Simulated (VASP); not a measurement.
# BN (P6_3mc) in VASP: a series of runs

Aim: see how the results for BN move with the level of theory and the settings. Levels: r2SCAN, PBE. Tasks: single point, relaxation of cell and atoms.

The COD entry that gives the cell may itself be a prediction, so a difference from it is no test against experiment.

All numbers are computed with VASP 6.6.1; they aren't measurements. Logs are shortened: lines on timing, memory, paths and dates and some standing lists are left out, and cuts for length are marked.

## 1. The cell of the first run

Symmetry: P6_3mc, No. 186, hexagonal system. Conventional cell: a = 2.559 Å, b = 2.559 Å, c = 8.409 Å, α = 90.00°, β = 90.00°, γ = 120.00°. Within 2.1 Å of B (site symmetry 3m) lie 4 N at 1.57 Å. Within 2.1 Å of B (site symmetry 3m) lie 4 N at 1.57 to 1.58 Å. Within 2.1 Å of N (site symmetry 3m) lie 4 B at 1.57 Å. Within 2.1 Å of N (site symmetry 3m) lie 4 B at 1.57 to 1.58 Å.

## 2. Single point, r2SCAN

Contents of POSCAR:

```
BN
1.0
    2.5585553649      0.0000000000      0.0000000000
   -1.2792776824      2.2157739430      0.0000000000
    0.0000000000      0.0000000000      8.4091843599
B N
4 4
Direct
    0.0000000000      0.0000000000      0.0933732173
    0.0000000000      0.0000000000      0.5933732173
    0.3333333333      0.6666666667      0.3440583362
    0.6666666667      0.3333333333      0.8440583362
    0.0000000000      0.0000000000      0.4067451358
    0.0000000000      0.0000000000      0.9067451358
    0.3333333333      0.6666666667      0.1558233107
    0.6666666667      0.3333333333      0.6558233107
```

Contents of INCAR.step1:

```
SYSTEM = BN
PREC     = Accurate       ! precision mode
ENCUT    = 520            ! plane-wave cutoff, eV
ISMEAR   = 0              ! smearing method
SIGMA    = 0.02           ! smearing width, eV
LREAL    = .FALSE.        ! projectors in reciprocal space
LASPH    = .TRUE.         ! aspherical terms in the spheres
NELM     = 60             ! most SCF steps
NBANDS   = 26             ! bands
GGA      = PE             ! functional
ALGO     = Normal         ! electronic algorithm
EDIFF    = 1E-4           ! SCF threshold, eV
LWAVE    = .TRUE.         ! write WAVECAR
LCHARG   = .FALSE.        ! write CHGCAR
```

Contents of INCAR.step2:

```
SYSTEM = BN
PREC     = Accurate       ! precision mode
ENCUT    = 520            ! plane-wave cutoff, eV
EDIFF    = 1E-6           ! SCF threshold, eV
ISMEAR   = 0              ! smearing method
SIGMA    = 0.02           ! smearing width, eV
LREAL    = .FALSE.        ! projectors in reciprocal space
LASPH    = .TRUE.         ! aspherical terms in the spheres
NELM     = 60             ! most SCF steps
ALGO     = Normal         ! electronic algorithm
ISIF     = 2              ! what is computed and relaxed
LWAVE    = .FALSE.        ! write WAVECAR
LCHARG   = .TRUE.         ! write CHGCAR
METAGGA  = R2SCAN         ! meta-GGA
LMIXTAU  = .TRUE.       
LELF     = .TRUE.         ! ELF
LVHAR    = .TRUE.       
NBANDS   = 26             ! bands
ISTART   = 1
```

Contents of KPOINTS:

```
regular mesh
0
G
  12 12 4
  0 0 0
```

Potentials or basis: VASP PAW PBE potentials, release 64 (B, N).

Command:

```
$ cat potpaw_PBE.64/B/POTCAR potpaw_PBE.64/N/POTCAR > POTCAR
$ cp INCAR.step1 INCAR
$ mpirun -np 1 vasp_std > vasp.out
$ cp INCAR.step2 INCAR
$ mpirun -np 1 vasp_std > vasp.out
```

OUTCAR:

```text
SYSTEM = BN
   PREC = Accurate
   ENCUT = 520
   EDIFF = 1E-6
   ISMEAR = 0
   LREAL = .FALSE.
   LASPH = .TRUE.
   NELM = 60
   ISIF = 2
   METAGGA = R2SCAN
   ISTART = 1

 ion  position               nearest neighbor table
   1  0.000  0.000  0.093-   7 1.57   7 1.57   7 1.57   6 1.57
   2  0.000  0.000  0.593-   8 1.57   8 1.57   8 1.57   5 1.57
   3  0.333  0.667  0.344-   5 1.57   5 1.57   5 1.57   7 1.58
   4  0.667  0.333  0.844-   6 1.57   6 1.57   6 1.57   8 1.58
   5  0.000  0.000  0.407-   3 1.57   3 1.57   3 1.57   2 1.57
   6  0.000  0.000  0.907-   4 1.57   4 1.57   4 1.57   1 1.57
   7  0.333  0.667  0.156-   1 1.57   1 1.57   1 1.57   3 1.58
   8  0.667  0.333  0.656-   2 1.57   2 1.57   2 1.57   4 1.58

  LATTYP: Found a hexagonal cell.
 ALAT       =     2.5585553649
 C/A-ratio  =     3.2866923559

  Lattice vectors:

 A1 = (   2.5585553649,   0.0000000000,   0.0000000000)
 A2 = (  -1.2792776824,   2.2157739430,   0.0000000000)
 A3 = (   0.0000000000,   0.0000000000,   8.4091843599)

Analysis of symmetry for initial positions (statically):
=====================================================================
 Subroutine PRICEL returns:
 Original cell was already a primitive cell.

 Routine SETGRP: Setting up the symmetry group for a
 hexagonal supercell.

 Subroutine GETGRP returns: Found 12 space group operations
 (whereof  6 operations were pure point group operations)
 out of a pool of 24 trial point group operations.

The static configuration has the point symmetry C_3v.
 The point group associated with its full space group is C_6v.

Analysis of symmetry for dynamics (positions and initial velocities):
=====================================================================
 Subroutine PRICEL returns:
 Original cell was already a primitive cell.

 Routine SETGRP: Setting up the symmetry group for a
 hexagonal supercell.

 Subroutine GETGRP returns: Found 12 space group operations
 (whereof  6 operations were pure point group operations)
 out of a pool of 24 trial point group operations.

The dynamic configuration has the point symmetry C_3v.
 The point group associated with its full space group is C_6v.

 Subroutine INISYM returns: Found 12 space group operations
 (whereof  6 operations are pure point group operations),
 and found     1 'primitive' translations

----------------------------------------------------------------------------------------

                                     Primitive cell

  volume of cell :      47.6732

[... 102 lines left out ...]
   EDIFFG = 0.1E-04   stopping-criterion for IOM
   NSW    =      0    number of steps for IOM
   IBRION =     -1    ionic relax: 0-MD 1-quasi-New 2-CG
   NFREE  =      0    steps in history (QN), initial steepest desc. (CG)
   ISIF   =      2    stress and relaxation
   ISYM   =      2    0-nonsym 1-usesym 2-fastsym
   POTIM  = 0.5000    time-step for ionic-motion
   TEBEG  =    0.0;   TEEND  =   0.0 temperature during run
   PSTRESS=    0.0 pullay stress
   NELECT =      32.0000    total number of electrons
   NUPDOWN=      -1.0000    fix difference up-down
   EMIN   =  10.00;   EMAX   =-10.00  energy-range for DOS
   EFERMI =   0.00;   METHOD = LEGACY
   ISMEAR =     0;   SIGMA  =   0.02  broadening in eV -4-tet -1-fermi 0-gaus
   EFERMI_NEDOS =   21; number of points for ismear=-14 and -15
   IALGO  =     38    algorithm
   IMIX   =      4    mixing-type and parameters
     AMIX     =   0.40;   BMIX     =  1.00
     AMIX_MAG =   1.60;   BMIX_MAG =  1.00
  volume/ion in A,a.u.               =       5.96        40.21
  Fermi-wavevector in a.u.,A,eV,Ry     =   1.433398  2.708729 27.954934  2.054630
  Thomas-Fermi vector in A             =   2.552920
   LORBIT       =      0    0 simple, 1 ext, 2 COOP (PROOUT), +10 PAW based schemes
   METAGGA = R2SCAN    functional components
   LHFCALC =     F    Hartree Fock is set to
   AEXX    =    0.0000 exact exchange contribution
   IVDW    =     0    specifies the selected vdW correction
   LEPSILON=     F    determine dielectric tensor
   LRPA    =     F    only Hartree local field effects (RPA)
 non-spin polarized calculation
 Gauss-broadening in eV      SIGMA  =   0.02
  energy-cutoff  :      520.00
  volume of cell :       47.67
 maximum number of plane-waves:      1304
 NGX is ok and might be reduce to    20
   NGX =  9   NGY =  9   NGZ = 31

 number of electron      31.9999993 magnetization

 Free energy of the ion-electron system (eV)
  ---------------------------------------------------
  ext. energy  EPLUGINS =         0.00000000
  ---------------------------------------------------
  free energy    TOTEN  =       -76.61766396 eV

  energy without entropy =      -76.61766396  energy(sigma->0) =      -76.61766396

 E-fermi :   7.3438     XC(G=0): -13.5940

 val. band max:        7.2084742584   @ k =   0.0000   0.0000   0.0000
 cond. band min:      13.2367424808   @ k =   0.5000   0.0000   0.0000
 fundamental gap:      6.0282682224
 Fermi energy:         7.3438151050

 k-point     1 :       0.0000    0.0000    0.0000
  band No.  band energies     occupation
      1     -14.0660      2.00000
      2     -12.5985      2.00000
      3     -12.5243      2.00000
      4      -9.8432      2.00000
      5      -3.9021      2.00000
      6       1.3778      2.00000
[... 685 lines left out ...]
     25      20.5681      0.00000
     26      21.1791      0.00000

 [... further k-points ...]
[... 5 lines left out ...]
  --------------------------------------------------------------------------------------
  -------------------------------------------------------------------------------------
  Total       -1.0956959     -1.0956959     -1.0773108     -0.0000000      0.0000000      0.0000000
  in kB      -36.8236187    -36.8236187    -36.2057414     -0.0000000      0.0000000      0.0000000
  external PRESSURE =     -36.6176596 kB  Pullay stress =       0.0000000 kB

 VOLUME and BASIS-vectors are now :
 -----------------------------------------------------------------------------
  energy-cutoff  :      520.00
  volume of cell :       47.67
      direct lattice vectors                 reciprocal lattice vectors
     2.558555365  0.000000000  0.000000000     0.390845558  0.225654788  0.000000000
    -1.279277682  2.215773943  0.000000000     0.000000000  0.451309577  0.000000000
     0.000000000  0.000000000  8.409184360     0.000000000  0.000000000  0.118917597

 POSITION                                       TOTAL-FORCE (eV/Angst)
 -----------------------------------------------------------------------------------
      0.00000      0.00000      0.78519        -0.000000      0.000000     -0.000337
      0.00000      0.00000      4.98978         0.000000      0.000000     -0.000337
     -0.00000      1.47718      2.89325        -0.000000      0.000000      0.003483
      1.27928      0.73859      7.09784        -0.000000      0.000000      0.003483
      0.00000      0.00000      3.42039        -0.000000      0.000000      0.003612
      0.00000      0.00000      7.62499        -0.000000      0.000000      0.003612
     -0.00000      1.47718      1.31035         0.000000     -0.000000     -0.006758
      1.27928      0.73859      5.51494        -0.000000      0.000000     -0.006758
 -----------------------------------------------------------------------------------
    total drift:                               -0.000000     -0.000000      0.003214

  FREE ENERGIE OF THE ION-ELECTRON SYSTEM (eV)
  ---------------------------------------------------
  free  energy   TOTEN  =       -76.6176639587 eV

  energy  without entropy=      -76.6176639587  energy(sigma->0) =      -76.61766396
```

OUTCAR.step1:

```text
SYSTEM = BN
   PREC = Accurate
   ENCUT = 520
   ISMEAR = 0
   LREAL = .FALSE.
   LASPH = .TRUE.
   NELM = 60
[... 943 lines left out ...]
      0.00000      0.00000      7.62499        -0.000000     -0.000000      0.000461
     -0.00000      1.47718      1.31035         0.000000      0.000000      0.001276
      1.27928      0.73859      5.51494        -0.000000      0.000000      0.001276
 -----------------------------------------------------------------------------------
    total drift:                               -0.000000     -0.000000     -0.000572

  FREE ENERGIE OF THE ION-ELECTRON SYSTEM (eV)
  ---------------------------------------------------
  free  energy   TOTEN  =       -69.7467240452 eV

  energy  without entropy=      -69.7467240452  energy(sigma->0) =      -69.74672405
```

Wall time 2.7 min (1 thread of Intel Xeon Platinum 8488C (Sapphire Rapids), shared host); peak memory 0.19 GiB.

Results:

| Item | Value |
| --- | --- |
| Free energy | -76.6177 eV |
| Pressure | -3.7 GPa |
| Largest force | 0.007 eV/Å |
| Band gap on the k mesh | 6.03 eV, indirect (least direct gap 8.11 eV) |

Forces in eV/Å, atoms in the order of the input:
```
B    0.000  0.000  0.000
B    0.000  0.000  0.000
B    0.000  0.000  0.003
B    0.000  0.000  0.003
N    0.000  0.000  0.004
N    0.000  0.000  0.004
N    0.000  0.000 -0.007
N    0.000  0.000 -0.007
```

Levels at points of the mesh, in eV from the valence-band top:
```csv
k point,band 14,band 15,band 16,band 17,band 18,band 19
"(0.00, 0.00, 0.00)",-0.13,0.00,0.00,9.26,9.26,9.40
"(0.50, 0.00, 0.00)",-3.61,-2.67,-2.09,6.03,6.41,8.64
"(0.00, 0.00, 0.50)",-0.39,-0.39,-0.39,9.74,9.74,9.74
"(0.50, 0.00, 0.50)",-3.56,-2.67,-2.67,6.55,6.55,8.97
```

Caveat: the PAW data sets were made with another functional, which shifts forces and pressure a little.

[end of part 1 of 2]
